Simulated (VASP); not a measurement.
# BaS (I4/mmm) in VASP: notebook, part 2 of 2

VASP 6.6.1. Earlier steps stand in the parts before.

**3. Single point, LDA (strain -0.0300 x Voigt [0, 0, 1, 0, 0, 0])**

Input file INCAR:

```
PREC = Accurate
ENCUT = 520
EDIFF = 1E-6
ISMEAR = 0
SIGMA = 0.05
LREAL = F
LASPH = T
NELM = 60
ALGO = Normal
ISIF = 2
LWAVE = F
LCHARG = T
LELF = T
LVHAR = T
NBANDS = 15
```

Input file KPOINTS:

```
Automatic mesh
0
Gamma
  8 8 8
```

Input file POSCAR:

```
BaS
1.0
    0.0000000000      3.1937500000      3.0979375000
    3.1937500000      0.0000000000      3.0979375000
    3.1937500000      3.1937500000      0.0000000000
Ba S
1 1
Direct
    0.0000000000      0.0000000000      0.0000000000
    0.5000000000      0.5000000000      0.5000000000
```

Potentials or basis: VASP PAW LDA potentials, release 64 (Ba_sv, S).

Run with:

```sh
cat potpaw_LDA.64/Ba_sv/POTCAR potpaw_LDA.64/S/POTCAR > POTCAR
mpirun -np 1 vasp_std > vasp.out
```

OUTCAR:

```text
PREC = Accurate
   ENCUT = 520
   EDIFF = 1E-6
   ISMEAR = 0
   LREAL = F
   LASPH = T
   NELM = 60
   ISIF = 2

 ion  position               nearest neighbor table
   1  0.000  0.000  0.000-   2 3.10   2 3.10   2 3.19   2 3.19   2 3.19   2 3.19
   2  0.500  0.500  0.500-   1 3.10   1 3.10   1 3.19   1 3.19   1 3.19   1 3.19

  LATTYP: Found a body centered tetragonal cell.
 ALAT       =     4.5166445648
 C/A-ratio  =     1.3717871555

  Lattice vectors:

 A1 = (   0.0000000000,  -3.1937500000,  -3.0979375000)
 A2 = (   0.0000000000,   3.1937500000,  -3.0979375000)
 A3 = (   3.1937500000,   0.0000000000,   3.0979375000)

Analysis of symmetry for initial positions (statically):
=====================================================================
 Subroutine PRICEL returns:
 Original cell was already a primitive cell.

 Routine SETGRP: Setting up the symmetry group for a
 body centered tetragonal supercell.

 Subroutine GETGRP returns: Found 16 space group operations
 (whereof 16 operations were pure point group operations)
 out of a pool of 16 trial point group operations.

The static configuration has the point symmetry D_4h.

Analysis of symmetry for dynamics (positions and initial velocities):
=====================================================================
 Subroutine PRICEL returns:
 Original cell was already a primitive cell.

 Routine SETGRP: Setting up the symmetry group for a
 body centered tetragonal supercell.

 Subroutine GETGRP returns: Found 16 space group operations
 (whereof 16 operations were pure point group operations)
 out of a pool of 16 trial point group operations.

The dynamic configuration has the point symmetry D_4h.

 Subroutine INISYM returns: Found 16 space group operations
 (whereof 16 operations are pure point group operations),
 and found     1 'primitive' translations

----------------------------------------------------------------------------------------

                                     Primitive cell

  volume of cell :      63.1982

  direct lattice vectors                    reciprocal lattice vectors
     0.000000000  3.193750000  3.097937500    -0.156555773  0.156555773  0.161397704
     3.193750000  0.000000000  3.097937500     0.156555773 -0.156555773  0.161397704
     3.193750000  3.193750000  0.000000000     0.156555773  0.156555773 -0.161397704

  length of vectors
     4.449410727  4.449410727  4.516644565     0.273986567  0.273986567  0.273986567

  position of ions in fractional coordinates (direct lattice)
     0.000000000  0.000000000  0.000000000
     0.500000000  0.500000000  0.500000000

  ion indices of the primitive-cell ions
   primitive index   ion index
                 1           1
                 2           2

----------------------------------------------------------------------------------------

 KPOINTS: Automatic mesh

Automatic generation of k-mesh.
 Grid dimensions read from file:
 generate k-points for:    8    8    8

 Generating k-lattice:

  Cartesian coordinates                     Fractional coordinates (reciprocal lattice)
[... 42 lines left out ...]
   k-points           NKPTS =     59   k-points in BZ     NKDIM =     59   number of bands    NBANDS=     15
   number of dos      NEDOS =    301   number of ions     NIONS =      2
   total plane-waves  NPLWV =  46656
   dimension x,y,z NGX =    36 NGY =   36 NGZ =   36
   dimension x,y,z NGXF=    72 NGYF=   72 NGZF=   72
   ions per type =               1   1
   NGX,Y,Z   is equivalent  to a cutoff of  13.45, 13.45, 13.25 a.u.
   NGXF,Y,Z  is equivalent  to a cutoff of  26.90, 26.90, 26.50 a.u.
 SYSTEM =  unknown system
   PREC   = accura    normal or accurate (medium, high low for compatibility)
   ISTART =      0    job   : 0-new  1-cont  2-samecut
   ICHARG =      2    charge: 1-file 2-atom 10-const
   ISPIN  =      1    spin polarized calculation?
   LNONCOLLINEAR =      F non collinear calculations
   LSORBIT =      F    spin-orbit coupling
   LASPH  =      T    aspherical Exc in radial PAW
   ENCUT  =  520.0 eV  38.22 Ry    6.18 a.u.   8.27  8.27  8.40*2*pi/ulx,y,z
   NELM   =     60;   NELMIN=  2; NELMDL= -5     # of ELM steps
   EDIFF  = 0.1E-05   stopping-criterion for ELM
   LREAL  =      F    real-space projection
   EDIFFG = 0.1E-04   stopping-criterion for IOM
   NSW    =      0    number of steps for IOM
   IBRION =     -1    ionic relax: 0-MD 1-quasi-New 2-CG
   NFREE  =      0    steps in history (QN), initial steepest desc. (CG)
   ISIF   =      2    stress and relaxation
   ISYM   =      2    0-nonsym 1-usesym 2-fastsym
   POTIM  = 0.5000    time-step for ionic-motion
   TEBEG  =    0.0;   TEEND  =   0.0 temperature during run
   PSTRESS=    0.0 pullay stress
   NELECT =      16.0000    total number of electrons
   NUPDOWN=      -1.0000    fix difference up-down
   EMIN   =  10.00;   EMAX   =-10.00  energy-range for DOS
   EFERMI =   0.00;   METHOD = LEGACY
   ISMEAR =     0;   SIGMA  =   0.05  broadening in eV -4-tet -1-fermi 0-gaus
   EFERMI_NEDOS =   21; number of points for ismear=-14 and -15
   IALGO  =     38    algorithm
   IMIX   =      4    mixing-type and parameters
     AMIX     =   0.40;   BMIX     =  1.00
     AMIX_MAG =   1.60;   BMIX_MAG =  1.00
  volume/ion in A,a.u.               =      31.60       213.24
  Fermi-wavevector in a.u.,A,eV,Ry     =   1.035651  1.957096 14.593235  1.072573
  Thomas-Fermi vector in A             =   2.170004
   LORBIT       =      0    0 simple, 1 ext, 2 COOP (PROOUT), +10 PAW based schemes
   GGA     = CA    functional components
   LHFCALC =     F    Hartree Fock is set to
   AEXX    =    0.0000 exact exchange contribution
   IVDW    =     0    specifies the selected vdW correction
   LEPSILON=     F    determine dielectric tensor
   LRPA    =     F    only Hartree local field effects (RPA)
 non-spin polarized calculation
 Gauss-broadening in eV      SIGMA  =   0.05
  energy-cutoff  :      520.00
  volume of cell :       63.20
 maximum number of plane-waves:      1727
 NGX is ok and might be reduce to    36
   NGX = 17   NGY = 17   NGZ = 17

 number of electron      15.9999999 magnetization

 Free energy of the ion-electron system (eV)
  ---------------------------------------------------
  ext. energy  EPLUGINS =         0.00000000
  ---------------------------------------------------
  free energy    TOTEN  =       -11.16204197 eV

  energy without entropy =      -11.16204197  energy(sigma->0) =      -11.16204197

 E-fermi :   1.7573     XC(G=0):  -9.1145

 val. band max:        1.4886711425   @ k =   0.0000   0.0000   0.0000
 cond. band min:       3.2337857193   @ k =   0.5000   0.5000   0.0000
 fundamental gap:      1.7451145767
 Fermi energy:         1.7573308537

 k-point     1 :       0.0000    0.0000    0.0000
  band No.  band energies     occupation
      1     -24.5020      2.00000
      2      -9.5828      2.00000
      3      -9.5678      2.00000
      4      -9.5678      2.00000
      5      -8.9601      2.00000
      6       1.3665      2.00000
      7       1.3665      2.00000
      8       1.4887      2.00000
      9       4.8217      0.00000
     10       5.0360      0.00000
     11       5.0360      0.00000
     12       5.2560      0.00000
     13       6.0274      0.00000
     14       6.2755      0.00000
[... 401 lines left out ...]
      2     -10.6124      2.00000
      3      -9.6498      2.00000
      4      -9.6463      2.00000
      5      -7.8898      2.00000
      6      -0.2123      2.00000
      7       0.5150      2.00000
      8       0.6839      2.00000
      9       5.0785      0.00000
     10       7.0372      0.00000
     11       7.2184      0.00000
     12       7.3039      0.00000
     13       8.2447      0.00000
     14       9.4440      0.00000
     15      11.4960      0.00000

 [... further k-points ...]

------------------------ aborting loop because EDIFF is reached ----------------------------------------

  FORCE on cell =-STRESS in cart. coord.  units (eV):
  Direction    XX          YY          ZZ          XY          YZ          ZX
  --------------------------------------------------------------------------------------
  -------------------------------------------------------------------------------------
  Total       -0.5405518     -0.5405518      0.6681346      0.0000000      0.0000000      0.0000000
  in kB      -13.7038770    -13.7038770     16.9383087      0.0000000      0.0000000      0.0000000
  external PRESSURE =      -3.4898151 kB  Pullay stress =       0.0000000 kB

 VOLUME and BASIS-vectors are now :
 -----------------------------------------------------------------------------
  energy-cutoff  :      520.00
  volume of cell :       63.20
      direct lattice vectors                 reciprocal lattice vectors
     0.000000000  3.193750000  3.097937500    -0.156555773  0.156555773  0.161397704
     3.193750000  0.000000000  3.097937500     0.156555773 -0.156555773  0.161397704
     3.193750000  3.193750000  0.000000000     0.156555773  0.156555773 -0.161397704

 POSITION                                       TOTAL-FORCE (eV/Angst)
 -----------------------------------------------------------------------------------
      0.00000      0.00000      0.00000        -0.000000      0.000000      0.000000
      3.19375      3.19375      3.09794         0.000000      0.000000      0.000000
 -----------------------------------------------------------------------------------
    total drift:                                0.000000      0.000000      0.000000

  FREE ENERGIE OF THE ION-ELECTRON SYSTEM (eV)
  ---------------------------------------------------
  free  energy   TOTEN  =       -11.1620419706 eV

  energy  without entropy=      -11.1620419706  energy(sigma->0) =      -11.16204197
```

stdout:

```text
POSCAR found type information on POSCAR BaS
 POSCAR found :  2 types and       2 ions
 scaLAPACK will be used
 LDA part: xc-table for (Slater(with rela. corr.)+CA(PZ))
 , standard interpolation
 POSCAR, INCAR and KPOINTS ok, starting setup
 FFT: planning ... GRIDC
 FFT: planning ... GRID_SOFT
 FFT: planning ... GRID
 WAVECAR not read
 entering main loop
```

Wall time 34 s (1 thread of Intel Xeon Platinum 8488C (Sapphire Rapids), shared host); peak memory 0.2 GiB.

What came out:

```yaml
Free_energy: -11.1620 eV
Pressure: -0.3 GPa
Band_gap_on_the_k_mesh: 1.75 eV, indirect (least direct gap 1.88 eV)
```

Levels at points of the mesh, in eV from the valence-band top:
```csv
k point,band 6,band 7,band 8,band 9,band 10,band 11
"(0.00, 0.00, 0.00)",-0.12,-0.12,0.00,3.33,3.55,3.55
"(0.50, 0.00, 0.00)",-2.17,-1.27,-1.26,5.41,5.47,6.18
"(0.50, 0.50, 0.00)",-0.46,-0.25,-0.25,1.75,5.91,5.95
"(0.50, 0.00, 0.50)",-0.64,-0.25,-0.11,1.77,5.69,6.09
```

Caveat: the cell differs from its parent crystal (strain -0.0300 x Voigt [0, 0, 1, 0, 0, 0]); spin-orbit coupling is left out, which moves the levels of the heavy elements. A k mesh can miss the band edges.
